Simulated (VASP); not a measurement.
A run of VASP 6.6.1:

POSCAR

```
MgS
1.0
    0.0000000000      2.6015179370      2.6015179370
    2.6015179370      0.0000000000      2.6015179370
    2.6015179370      2.6015179370      0.0000000000
Mg S
1 1
Direct
    0.0000000000      0.0000000000      0.0000000000
    0.5000000000      0.5000000000      0.5000000000
```

The input INCAR.step1:

```
ALGO = Normal
EDIFF = 1E-4
ENCUT = 520
GGA = PE
ISMEAR = 0
LASPH = T
LCHARG = F
LREAL = F
LWAVE = T
NBANDS = 11
NELM = 60
PREC = Accurate
SIGMA = 0.01
```

File INCAR.step2:

```
ALGO = Normal
EDIFF = 1E-6
ENCUT = 520
ISIF = 2
ISMEAR = 0
ISTART = 1
LASPH = T
LCHARG = F
LMIXTAU = T
LREAL = F
LWAVE = F
METAGGA = R2SCAN
NBANDS = 11
NELM = 60
PREC = Accurate
SIGMA = 0.01
```

Contents of KPOINTS:

```
k-points
0
Gamma
  6 6 6
```

Potentials or basis: VASP PAW PBE potentials, release 64 (Mg, S).

Command:

```sh
$ cat potpaw_PBE.64/Mg/POTCAR potpaw_PBE.64/S/POTCAR > POTCAR
$ cp INCAR.step1 INCAR
$ mpirun -np 1 vasp_std > vasp.out
$ cp INCAR.step2 INCAR
$ mpirun -np 1 vasp_std > vasp.out
```

Hardware: 1 thread of AMD EPYC 7R13 Processor (Zen 3), on a shared host.

Question: Estimate the wall time of this run.

Answer: Wall time 31 s on 1 thread of AMD EPYC 7R13 Processor (Zen 3), on a shared host, peak memory 0.13 GiB. Counts: k points 16.
